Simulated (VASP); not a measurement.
Input of a VASP 6.6.1 run:

Contents of INCAR:

```
PREC = Accurate
ENCUT = 600
EDIFF = 1E-6
ISMEAR = 0
SIGMA = 0.05
LREAL = F
LASPH = T
NELM = 120
ALGO = Normal
ISIF = 2
LWAVE = F
LCHARG = F
GGA = B5
ALDAX = 1.0
AGGAX = 1.0
AGGAC = 1.0
ALDAC = 0.0
NBANDS = 16
GGA_COMPAT = F
```

File KPOINTS:

```
regular mesh
0
Gamma
  8 8 8
```

File POSCAR:

```
CdO
1.0
    0.0000000000      2.4164141789      2.4164141789
    2.4164141789      0.0000000000      2.4164141789
    2.4164141789      2.4164141789      0.0000000000
Cd O
1 1
Direct
    0.0000000000      0.0000000000      0.0000000000
    0.5000000000      0.5000000000      0.5000000000
```

Potentials or basis: VASP PAW PBE potentials, release 64 (Cd, O).

The run is started by

```bash
$ cat potpaw_PBE.64/Cd/POTCAR potpaw_PBE.64/O/POTCAR > POTCAR
$ mpirun -np 1 vasp_std > vasp.out
```

(1) What does it give for the band gap on the k mesh?

(2) What does it give for the pressure?

## Answers

(1) zero (bands 9 and 10 overlap by 0.45 eV).

(2) 1.0 GPa.

Caveat: semilocal functionals underestimate gaps, so a narrow gap can read as zero; the PAW data sets were made with another functional, which shifts forces and pressure a little.
